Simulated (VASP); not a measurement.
Here is a VASP 6.6.1 calculation.

INCAR

```
SYSTEM = SnSe2
PREC     = Accurate       ! precision mode
ENCUT    = 520            ! plane-wave cutoff, eV
EDIFF    = 1E-6           ! SCF threshold, eV
ISMEAR   = 0              ! smearing method
SIGMA    = 0.02           ! smearing width, eV
LREAL    = .FALSE.        ! projectors in reciprocal space
LASPH    = .TRUE.         ! aspherical terms in the spheres
NELM     = 100            ! most SCF steps
ALGO     = Normal         ! electronic algorithm
ISIF     = 2              ! what is computed and relaxed
LWAVE    = .FALSE.        ! write WAVECAR
LCHARG   = .FALSE.        ! write CHGCAR
GGA      = PS             ! functional
NBANDS   = 20             ! bands
```

File KPOINTS:

```
regular mesh
0
G
  12 12 6
  0 0 0
```

POSCAR

```
SnSe2
1.0
    3.8937976139     -0.0008515519      0.0000000000
   -1.9476181974      3.2923354148      0.0000000000
    0.0000000000      0.0000000000      6.0922543850
Sn Se
1 2
Direct
    0.0000000000      0.0000000000      0.0000000000
    0.6660142184      0.3319105150      0.7411275194
    0.3339857816      0.6680894850      0.2588724806
```

Potentials or basis: VASP PAW PBE potentials, release 64 (Sn_d, Se).

Run with:

```bash
$ cat potpaw_PBE.64/Sn_d/POTCAR potpaw_PBE.64/Se/POTCAR > POTCAR
$ mpirun -np 1 vasp_std > vasp.out
```

Q: Estimate the pressure.

A: -0.4 GPa.

Q: Estimate the band gap on the k mesh.

A: 0.29 eV (least direct gap 0.78 eV).

Q: Predict the largest force.

A: 0.017 eV/Å.

Stress tensor (GPa, compression positive):
```
-1.55  0.02  0.00
 0.02  0.10  0.01
 0.00  0.01  0.10
```

Caveat: the cell differs from its parent crystal (uniaxial strain along a: +2.0 %, then relaxed in part); semilocal functionals underestimate gaps, and a narrow one can read as zero; the PAW data sets were made with another functional, which shifts forces and pressure a little; spin-orbit coupling is left out, which moves the levels of the heavy elements. A k mesh can miss the band edges.
